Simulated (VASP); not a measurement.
# HfSi3 (Pm-3m) in VASP: settings compared

HfSi3 is run at these levels: PBE, PBEsol, LDA; tasks: single point.

Program: VASP 6.6.1. These are calculated values, not measurements. Logs are shortened: lines on timing, memory, paths and dates and some standing lists are left out, and cuts for length are marked.

## Step 1: The cell of the first run

The structure is cubic, space group Pm-3m (No. 221). The conventional cell has a = 3.947 Å, b = 3.947 Å, c = 3.947 Å, α = 90.00°, β = 90.00°, γ = 90.00°. Hf (site symmetry m-3m) has 12 Si at 2.79 Å within 3.7 Å. Within 3.7 Å of Si (site symmetry 4/mmm) lie 4 Hf at 2.79 Å and 8 Si at 2.79 Å.

## Step 2: Single point, PBE (volume scaled by 0.980)

Contents of INCAR:

```
PREC = Accurate
ENCUT = 520
EDIFF = 1E-7
ISMEAR = 0
SIGMA = 0.05
LREAL = F
LASPH = T
NELM = 100
ALGO = Normal
ISIF = 2
LWAVE = F
LCHARG = F
GGA = PE
NBANDS = 19
```

Contents of KPOINTS:

```
regular mesh
0
Gamma
  8 8 8
```

Contents of POSCAR:

```
HfSi3
1.0
    3.9468393396      0.0000000000      0.0000000000
    0.0000000000      3.9468393396      0.0000000000
    0.0000000000      0.0000000000      3.9468393396
Hf Si
1 3
Direct
    0.0000000000      0.0000000000      0.0000000000
    0.0000000000      0.5000000000      0.5000000000
    0.5000000000      0.5000000000      0.0000000000
    0.5000000000      0.0000000000      0.5000000000
```

Potentials or basis: VASP PAW PBE potentials, release 64 (Hf_pv, Si).

On the command line:

```bash
> cat potpaw_PBE.64/Hf_pv/POTCAR potpaw_PBE.64/Si/POTCAR > POTCAR
> mpirun -np 1 vasp_std > vasp.out
```

OUTCAR:

```text
PREC = Accurate
   ENCUT = 520
   EDIFF = 1E-7
   ISMEAR = 0
   LREAL = F
   LASPH = T
   NELM = 100
   ISIF = 2
   GGA = PE

 ion  position               nearest neighbor table
   1  0.000  0.000  0.000-   2 2.79   3 2.79   4 2.79   2 2.79   4 2.79   2 2.79   3 2.79   2 2.79
                             3 2.79   4 2.79   4 2.79   3 2.79
   2  0.000  0.500  0.500-   1 2.79   3 2.79   4 2.79   1 2.79   3 2.79   1 2.79   4 2.79   1 2.79
                             3 2.79   4 2.79   3 2.79   4 2.79
   3  0.500  0.500  0.000-   1 2.79   2 2.79   4 2.79   2 2.79   4 2.79   1 2.79   4 2.79   4 2.79
                             1 2.79   2 2.79   2 2.79   1 2.79
   4  0.500  0.000  0.500-   1 2.79   2 2.79   3 2.79   1 2.79   3 2.79   2 2.79   3 2.79   3 2.79
                             1 2.79   2 2.79   1 2.79   2 2.79

  LATTYP: Found a simple cubic cell.
 ALAT       =     3.9468393396

  Lattice vectors:

 A1 = (   3.9468393396,   0.0000000000,   0.0000000000)
 A2 = (   0.0000000000,   3.9468393396,   0.0000000000)
 A3 = (   0.0000000000,   0.0000000000,   3.9468393396)

Analysis of symmetry for initial positions (statically):
=====================================================================
 Subroutine PRICEL returns:
 Original cell was already a primitive cell.

 Routine SETGRP: Setting up the symmetry group for a
 simple cubic supercell.

 Subroutine GETGRP returns: Found 48 space group operations
 (whereof 48 operations were pure point group operations)
 out of a pool of 48 trial point group operations.

The static configuration has the point symmetry O_h .

Analysis of symmetry for dynamics (positions and initial velocities):
=====================================================================
 Subroutine PRICEL returns:
 Original cell was already a primitive cell.

 Routine SETGRP: Setting up the symmetry group for a
 simple cubic supercell.

 Subroutine GETGRP returns: Found 48 space group operations
 (whereof 48 operations were pure point group operations)
 out of a pool of 48 trial point group operations.

The dynamic configuration has the point symmetry O_h .

 Subroutine INISYM returns: Found 48 space group operations
 (whereof 48 operations are pure point group operations),
 and found     1 'primitive' translations

----------------------------------------------------------------------------------------

                                     Primitive cell

  volume of cell :      61.4821

  direct lattice vectors                    reciprocal lattice vectors
     3.946839340  0.000000000  0.000000000     0.253367293  0.000000000  0.000000000
     0.000000000  3.946839340  0.000000000     0.000000000  0.253367293  0.000000000
     0.000000000  0.000000000  3.946839340     0.000000000  0.000000000  0.253367293

  length of vectors
     3.946839340  3.946839340  3.946839340     0.253367293  0.253367293  0.253367293

  position of ions in fractional coordinates (direct lattice)
     0.000000000  0.000000000  0.000000000
     0.000000000  0.500000000  0.500000000
     0.500000000  0.500000000  0.000000000
     0.500000000  0.000000000  0.500000000

  ion indices of the primitive-cell ions
   primitive index   ion index
                 1           1
                 2           2
                 3           3
                 4           4

----------------------------------------------------------------------------------------

 KPOINTS: regular mesh

Automatic generation of k-mesh.
 Grid dimensions read from file:
 generate k-points for:    8    8    8

 Generating k-lattice:

  Cartesian coordinates                     Fractional coordinates (reciprocal lattice)
     0.031670912  0.000000000  0.000000000     0.125000000  0.000000000  0.000000000
     0.000000000  0.031670912  0.000000000     0.000000000  0.125000000  0.000000000
     0.000000000  0.000000000  0.031670912     0.000000000  0.000000000  0.125000000

  Length of vectors
     0.031670912  0.031670912  0.031670912

  Shift w.r.t. Gamma in fractional coordinates (k-lattice)
     0.000000000  0.000000000  0.000000000

 Subroutine IBZKPT returns following result:
 ===========================================

 Found     35 irreducible k-points:

 Following reciprocal coordinates:
            Coordinates               Weight
  0.000000  0.000000  0.000000      1.000000
  0.125000  0.000000  0.000000      6.000000
  0.250000  0.000000  0.000000      6.000000
  0.375000  0.000000  0.000000      6.000000
  0.500000  0.000000  0.000000      3.000000
  0.125000  0.125000  0.000000     12.000000
[... 16 lines left out ...]
  0.375000  0.375000  0.125000     24.000000
  0.500000  0.375000  0.125000     24.000000
 [... further k-points ...]
   k-points           NKPTS =     35   k-points in BZ     NKDIM =     35   number of bands    NBANDS=     19
   number of dos      NEDOS =    301   number of ions     NIONS =      4
   total plane-waves  NPLWV =  27000
   dimension x,y,z NGX =    30 NGY =   30 NGZ =   30
   dimension x,y,z NGXF=    60 NGYF=   60 NGZF=   60
   ions per type =               1   3
   NGX,Y,Z   is equivalent  to a cutoff of  12.64, 12.64, 12.64 a.u.
   NGXF,Y,Z  is equivalent  to a cutoff of  25.27, 25.27, 25.27 a.u.
 SYSTEM =  unknown system
   PREC   = accura    normal or accurate (medium, high low for compatibility)
   ISTART =      0    job   : 0-new  1-cont  2-samecut
   ICHARG =      2    charge: 1-file 2-atom 10-const
   ISPIN  =      1    spin polarized calculation?
   LNONCOLLINEAR =      F non collinear calculations
   LSORBIT =      F    spin-orbit coupling
   LASPH  =      T    aspherical Exc in radial PAW
   ENCUT  =  520.0 eV  38.22 Ry    6.18 a.u.   7.34  7.34  7.34*2*pi/ulx,y,z
   NELM   =    100;   NELMIN=  2; NELMDL= -5     # of ELM steps
   EDIFF  = 0.1E-06   stopping-criterion for ELM
   LREAL  =      F    real-space projection
   EDIFFG = 0.1E-05   stopping-criterion for IOM
   NSW    =      0    number of steps for IOM
   IBRION =     -1    ionic relax: 0-MD 1-quasi-New 2-CG
   NFREE  =      0    steps in history (QN), initial steepest desc. (CG)
   ISIF   =      2    stress and relaxation
   ISYM   =      2    0-nonsym 1-usesym 2-fastsym
   POTIM  = 0.5000    time-step for ionic-motion
   TEBEG  =    0.0;   TEEND  =   0.0 temperature during run
   PSTRESS=    0.0 pullay stress
   NELECT =      22.0000    total number of electrons
   NUPDOWN=      -1.0000    fix difference up-down
   EMIN   =  10.00;   EMAX   =-10.00  energy-range for DOS
   EFERMI =   0.00;   METHOD = LEGACY
   ISMEAR =     0;   SIGMA  =   0.05  broadening in eV -4-tet -1-fermi 0-gaus
   EFERMI_NEDOS =   21; number of points for ismear=-14 and -15
   IALGO  =     38    algorithm
   IMIX   =      4    mixing-type and parameters
     AMIX     =   0.40;   BMIX     =  1.00
     AMIX_MAG =   1.60;   BMIX_MAG =  1.00
  volume/ion in A,a.u.               =      15.37       103.73
  Fermi-wavevector in a.u.,A,eV,Ry     =   1.162250  2.196334 18.379095  1.350825
  Thomas-Fermi vector in A             =   2.298813
   LORBIT       =      0    0 simple, 1 ext, 2 COOP (PROOUT), +10 PAW based schemes
   GGA     = PE    functional components
   LHFCALC =     F    Hartree Fock is set to
   AEXX    =    0.0000 exact exchange contribution
   IVDW    =     0    specifies the selected vdW correction
   LEPSILON=     F    determine dielectric tensor
   LRPA    =     F    only Hartree local field effects (RPA)
 non-spin polarized calculation
 Gauss-broadening in eV      SIGMA  =   0.05
  energy-cutoff  :      520.00
  volume of cell :       61.48
 maximum number of plane-waves:      1675
 NGX is ok and might be reduce to    30
   NGX = 15   NGY = 15   NGZ = 15

 number of electron      21.9999996 magnetization

 Free energy of the ion-electron system (eV)
  ---------------------------------------------------
  ext. energy  EPLUGINS =         0.00000000
  ---------------------------------------------------
  free energy    TOTEN  =       -26.41317342 eV

  energy without entropy =      -26.40981969  energy(sigma->0) =      -26.41149655

 E-fermi :   9.4653     XC(G=0): -11.5119

 val. band max:        9.4616554681   @ k =   0.2500   0.1250   0.0000
 cond. band min:       9.4786675808   @ k =   0.3750   0.3750   0.0000
 fundamental gap:      0.0170121128
 Fermi energy:         9.4652859129

 k-point     1 :       0.0000    0.0000    0.0000
  band No.  band energies     occupation
      1     -21.7979      2.00000
      2     -21.7979      2.00000
      3     -21.7979      2.00000
      4      -4.1010      2.00000
      5       3.4030      2.00000
      6       3.4030      2.00000
[... 11 lines left out ...]
     18      12.3263      0.00000
     19      15.7388      0.00000

 k-point     2 :       0.1250    0.0000    0.0000
  band No.  band energies     occupation
      1     -21.8075      2.00000
      2     -21.7970      2.00000
      3     -21.7970      2.00000
      4      -3.9359      2.00000
      5       2.5876      2.00000
      6       3.5443      2.00000
[... 11 lines left out ...]
     18      13.9595      0.00000
     19      14.8556      0.00000

 k-point     3 :       0.2500    0.0000    0.0000
  band No.  band energies     occupation
      1     -21.8308      2.00000
      2     -21.7950      2.00000
      3     -21.7950      2.00000
      4      -3.4509      2.00000
      5       1.1607      2.00000
      6       3.9659      2.00000
[... 11 lines left out ...]
     18      14.0803      0.00000
     19      14.2543      0.00000

 k-point     4 :       0.3750    0.0000    0.0000
  band No.  band energies     occupation
      1     -21.8538      2.00000
      2     -21.7930      2.00000
      3     -21.7930      2.00000
      4      -2.6796      2.00000
      5      -0.2575      2.00000
      6       4.6584      2.00000
[... 407 lines left out ...]
     18      15.3365      0.00000
     19      16.0721      0.00000

 k-point    23 :       0.3750    0.3750    0.1250
  band No.  band energies     occupation
      1     -21.8454      2.00000
      2     -21.8443      2.00000
      3     -21.7969      2.00000
      4      -1.3818      2.00000
      5       0.9343      2.00000
      6       0.9360      2.00000
[... 11 lines left out ...]
     18      14.4268      0.00000
     19      15.5489      0.00000

 k-point    24 :       0.5000    0.3750    0.1250
  band No.  band energies     occupation
      1     -21.8538      2.00000
      2     -21.8436      2.00000
      3     -21.7960      2.00000
      4      -0.8865      2.00000
      5       0.2358      2.00000
      6       1.2918      2.00000
[... 11 lines left out ...]
     18      15.0598      0.00000
     19      16.4334      0.00000

 [... further k-points ...]

------------------------ aborting loop because EDIFF is reached ----------------------------------------

  FORCE on cell =-STRESS in cart. coord.  units (eV):
  Direction    XX          YY          ZZ          XY          YZ          ZX
  --------------------------------------------------------------------------------------
  -------------------------------------------------------------------------------------
  Total        0.8223461      0.8223461      0.8223461     -0.0000000      0.0000000     -0.0000000
  in kB       21.4297388     21.4297388     21.4297388     -0.0000000      0.0000000     -0.0000000
  external PRESSURE =      21.4297388 kB  Pullay stress =       0.0000000 kB

 VOLUME and BASIS-vectors are now :
 -----------------------------------------------------------------------------
  energy-cutoff  :      520.00
  volume of cell :       61.48
      direct lattice vectors                 reciprocal lattice vectors
     3.946839340  0.000000000  0.000000000     0.253367293  0.000000000  0.000000000
     0.000000000  3.946839340  0.000000000     0.000000000  0.253367293  0.000000000
     0.000000000  0.000000000  3.946839340     0.000000000  0.000000000  0.253367293

 POSITION                                       TOTAL-FORCE (eV/Angst)
 -----------------------------------------------------------------------------------
      0.00000      0.00000      0.00000         0.000000      0.000000      0.000000
      0.00000      1.97342      1.97342         0.000000      0.000000      0.000000
      1.97342      1.97342      0.00000         0.000000      0.000000      0.000000
      1.97342      0.00000      1.97342         0.000000      0.000000      0.000000
 -----------------------------------------------------------------------------------
    total drift:                               -0.000000     -0.000000      0.000000

  FREE ENERGIE OF THE ION-ELECTRON SYSTEM (eV)
  ---------------------------------------------------
  free  energy   TOTEN  =       -26.4131734173 eV

  energy  without entropy=      -26.4098196912  energy(sigma->0) =      -26.41149655
```

Wall time 17 s (1 thread of AMD EPYC 9R45 (Zen 5), shared host); peak memory 0.16 GiB.

Results:

| Quantity | Value |
| --- | --- |
| Free energy | -26.4132 eV |
| Pressure | 2.1 GPa |
| Band gap on the k mesh | zero (band 11 reaches 10.36 eV, above the bottom of band 12 at 8.35 eV) |

Caveat: the cell differs from its parent crystal (volume scaled by 0.980); spin-orbit coupling is left out, which moves the levels of the heavy elements.

## Step 3: Single point, PBE

This run uses another cell than the first one, of 15.68 Å³/atom, 1.020 times its volume.

Contents of INCAR:

```
PREC = Accurate
ENCUT = 520
EDIFF = 1E-6
ISMEAR = 0
SIGMA = 0.05
LREAL = False
LASPH = True
NELM = 60
ALGO = Normal
ISIF = 2
LWAVE = False
LCHARG = False
GGA = PE
NBANDS = 19
```

KPOINTS is that of step 2.

Contents of POSCAR:

```
HfSi3
1.0
    3.9735079819      0.0000000000      0.0000000000
    0.0000000000      3.9735079819      0.0000000000
    0.0000000000      0.0000000000      3.9735079819
Hf Si
1 3
Direct
    0.0000000000      0.0000000000      0.0000000000
    0.0000000000      0.5000000000      0.5000000000
    0.5000000000      0.5000000000      0.0000000000
    0.5000000000      0.0000000000      0.5000000000
```

Potentials or basis: VASP PAW PBE potentials, release 64 (Hf_pv, Si).

On the command line:

```bash
> cat potpaw_PBE.64/Hf_pv/POTCAR potpaw_PBE.64/Si/POTCAR > POTCAR
> mpirun -np 1 vasp_std > vasp.out
```

OUTCAR:

```text
PREC = Accurate
   ENCUT = 520
   EDIFF = 1E-6
   ISMEAR = 0
   LREAL = False
   LASPH = True
   NELM = 60
   ISIF = 2
   GGA = PE

 ion  position               nearest neighbor table
   1  0.000  0.000  0.000-   2 2.81   3 2.81   4 2.81   2 2.81   4 2.81   2 2.81   3 2.81   2 2.81
                             3 2.81   4 2.81   4 2.81   3 2.81
   2  0.000  0.500  0.500-   1 2.81   3 2.81   4 2.81   1 2.81   3 2.81   1 2.81   4 2.81   1 2.81
                             3 2.81   4 2.81   3 2.81   4 2.81
   3  0.500  0.500  0.000-   1 2.81   2 2.81   4 2.81   2 2.81   4 2.81   1 2.81   4 2.81   4 2.81
                             1 2.81   2 2.81   2 2.81   1 2.81
   4  0.500  0.000  0.500-   1 2.81   2 2.81   3 2.81   1 2.81   3 2.81   2 2.81   3 2.81   3 2.81
                             1 2.81   2 2.81   1 2.81   2 2.81

  LATTYP: Found a simple cubic cell.
 ALAT       =     3.9735079819

  Lattice vectors:

 A1 = (   3.9735079819,   0.0000000000,   0.0000000000)
 A2 = (   0.0000000000,   3.9735079819,   0.0000000000)
 A3 = (   0.0000000000,   0.0000000000,   3.9735079819)

Analysis of symmetry for initial positions (statically):
=====================================================================
[... 181 lines left out ...]
 fundamental gap:      0.0378754081
 Fermi energy:         9.2228943439

 k-point     1 :       0.0000    0.0000    0.0000
  band No.  band energies     occupation
      1     -22.0870      2.00000
      2     -22.0870      2.00000
      3     -22.0870      2.00000
      4      -4.1731      2.00000
      5       3.2231      2.00000
      6       3.2231      2.00000
[... 505 lines left out ...]
      6       1.1302      2.00000
[... 11 lines left out ...]
     18      14.7151      0.00000
     19      16.0674      0.00000

 [... further k-points ...]

------------------------ aborting loop because EDIFF is reached ----------------------------------------

  FORCE on cell =-STRESS in cart. coord.  units (eV):
  Direction    XX          YY          ZZ          XY          YZ          ZX
  --------------------------------------------------------------------------------------
  -------------------------------------------------------------------------------------
  Total       -0.0967560     -0.0967560     -0.0967560     -0.0000000     -0.0000000      0.0000000
  in kB       -2.4709641     -2.4709641     -2.4709641     -0.0000000     -0.0000000      0.0000000
  external PRESSURE =      -2.4709641 kB  Pullay stress =       0.0000000 kB

 VOLUME and BASIS-vectors are now :
 -----------------------------------------------------------------------------
  energy-cutoff  :      520.00
  volume of cell :       62.74
      direct lattice vectors                 reciprocal lattice vectors
     3.973507982  0.000000000  0.000000000     0.251666790  0.000000000  0.000000000
     0.000000000  3.973507982  0.000000000     0.000000000  0.251666790  0.000000000
     0.000000000  0.000000000  3.973507982     0.000000000  0.000000000  0.251666790

 POSITION                                       TOTAL-FORCE (eV/Angst)
 -----------------------------------------------------------------------------------
      0.00000      0.00000      0.00000         0.000000      0.000000      0.000000
      0.00000      1.98675      1.98675         0.000000      0.000000      0.000000
      1.98675      1.98675      0.00000         0.000000      0.000000      0.000000
      1.98675      0.00000      1.98675         0.000000      0.000000      0.000000
 -----------------------------------------------------------------------------------
    total drift:                               -0.000000     -0.000000      0.000000

  FREE ENERGIE OF THE ION-ELECTRON SYSTEM (eV)
  ---------------------------------------------------
  free  energy   TOTEN  =       -26.4205835475 eV

  energy  without entropy=      -26.4168228506  energy(sigma->0) =      -26.41870320
```

stdout:

```text
POSCAR found type information on POSCAR HfSi
 POSCAR found :  2 types and       4 ions
 scaLAPACK will be used
 LDA part: xc-table for (Slater+PW92), standard interpolation
 POSCAR, INCAR and KPOINTS ok, starting setup
 FFT: planning ... GRIDC
 FFT: planning ... GRID_SOFT
 FFT: planning ... GRID
 WAVECAR not read
 entering main loop
```

Wall time 17 s (1 thread of AMD EPYC 9R45 (Zen 5), shared host); peak memory 0.16 GiB.

What came out:

```
Free energy            : -26.4206 eV
Pressure               : -0.2 GPa
Band gap on the k mesh : zero (band 11 reaches 10.10 eV, above the bottom of band 12 at 8.13 eV)
```

Caveat: spin-orbit coupling is left out, which moves the levels of the heavy elements.

## Step 4: Single point, PBEsol

This run uses another cell than the first one, of 15.68 Å³/atom, 1.020 times its volume.

Contents of INCAR:

```
PREC     = Accurate       # precision mode
ENCUT    = 520            # plane-wave cutoff, eV
EDIFF    = 1E-6           # SCF threshold, eV
ISMEAR   = 0              # smearing method
SIGMA    = 0.05           # smearing width, eV
LREAL    = False          # projectors in reciprocal space
LASPH    = True           # aspherical terms in the spheres
NELM     = 100            # most SCF steps
ALGO     = Normal         # electronic algorithm
ISIF     = 2              # what is computed and relaxed
LWAVE    = False          # write WAVECAR
LCHARG   = False          # write CHGCAR
GGA      = PS             # functional
NBANDS   = 19             # bands
```

KPOINTS is that of step 3.

POSCAR is that of step 3.

On the command line:

```bash
> cat potpaw_PBE.64/Hf_pv/POTCAR potpaw_PBE.64/Si/POTCAR > POTCAR
> mpirun -np 1 vasp_std > vasp.out
```

Run time: 16 s. Hardware: 1 thread of AMD EPYC 9R45 (Zen 5), shared host; peak memory 0.16 GiB.

Results (log left out):

```
Free energy            : -28.4011 eV
Pressure               : -3.8 GPa
Band gap on the k mesh : zero (band 11 reaches 9.97 eV, above the bottom of band 12 at 8.06 eV)
```

Levels at points of the mesh, in eV from the Fermi level:
```
           k point  band 9  band 10  band 11  band 12  band 13  band 14
(0.00, 0.00, 0.00)   -4.18    -0.22    -0.06    -0.06    -0.06     2.15
(0.50, 0.00, 0.00)   -3.60    -1.11    -1.11    -0.25     0.28     0.47
(0.50, 0.50, 0.00)   -3.05    -1.11    -0.97     0.71     0.71     0.89
(0.50, 0.50, 0.50)   -5.01    -5.01    -1.04     2.13     2.13     3.96
```

Caveat: the PAW data sets were made with another functional, which shifts forces and pressure a little; spin-orbit coupling is left out, which moves the levels of the heavy elements.

(Part 1 of 2 ends here.)
